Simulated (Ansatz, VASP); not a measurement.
**Two plane-wave programs on La2TaO2**

The input INCAR:

```
SYSTEM = La2TaO2
  ALGO = Normal
  EDIFF = 1E-6
  EDIFFG = -0.04
  ENCUT = 600
  GGA = PE
  IBRION = 2
  ISIF = 3
  ISMEAR = 0
  LASPH = .True.
  LCHARG = .False.
  LREAL = .False.
  LWAVE = .False.
  NELM = 60
  NSW = 90
  PREC = Accurate
  SIGMA = 0.1
```

File KPOINTS:

```
k-points
0
Gamma
  4 4 4
  0 0 0
```

File POSCAR:

```
La2TaO2
1.0
    4.1135030200      0.0000000000      0.0000000000
    0.0000000000      4.1135030200      0.0000000000
    0.0000000000      0.0000000000      5.6916120900
La Ta O
2 1 2
Direct
    0.5000000000      0.5000000000      0.0000000000
    0.5000000000      0.5000000000      0.5000000000
    0.0000000000      0.0000000000      0.0000000000
    0.0000000000      0.5000000000      0.0000000000
    0.5000000000      0.0000000000      0.0000000000
```

Input for Ansatz:

```yaml
crystal:
  lattice:
    - [4.11350302, 0.0, 0.0]
    - [0.0, 4.11350302, 0.0]
    - [0.0, 0.0, 5.69161209]
  atoms:
    - { symbol: La, position: [0.5, 0.5, 0.0] }
    - { symbol: La, position: [0.5, 0.5, 0.5] }
    - { symbol: Ta, position: [0.0, 0.0, 0.0] }
    - { symbol: O, position: [0.0, 0.5, 0.0] }
    - { symbol: O, position: [0.5, 0.0, 0.0] }
basis:
  ecutwfc: 420
kpoints:
  mp_grid: { grid: [4, 4, 4] }
hamiltonian:
  xc: pbe
scf:
  occupations: { method: gaussian, width: 0.1 }
  lower_state_search: "off"
output:
  forces: true
  stress: true
  eigenvalues: true
relax:
  adjacent_minimum: "off"
  f_tol: 0.04
  max_steps: 70
  cell: { stress_tol: 0.4 }
```

Alike in both runs: task relaxation of cell and atoms; functional PBE; k mesh 4 × 4 × 4; occupations gaussian, width 0.1 eV; no spin polarisation.

|  | VASP | Ansatz |
| --- | --- | --- |
| version | VASP 6.6.1 | Ansatz 0.2.0 |
| potentials or method | VASP PAW PBE potentials, release 64 (La, Ta_pv, O), cutoff 600 eV | scalar-relativistic, plane waves, PAW |
| valence electrons in the cell | 45 | 47 |

|  | VASP | Ansatz | Ansatz less VASP |
| --- | --- | --- | --- |
| gap on the k mesh at the Fermi level, each at its own relaxed structure (eV) | none | none | - |
| relaxed volume (Å³/atom) | 28.04 | 28.53 | +0.496 |
| relaxed length of the cell vector where the two differ most in proportion (Å) | 6.920 | 7.034 | +0.1146 |

A gap of «none» marks a metal or a gap that the smearing closes. VASP's potentials hold 45 valence electrons a cell and Ansatz's 47, so a difference there can come from the potentials and not from the codes.

The k mesh is coarse, so the values compare programs but aren't converged. Neither program's run includes spin-orbit coupling. Noted on VASP's run: the volume moved by over 15 % at a fixed basis, so the end points are rough.
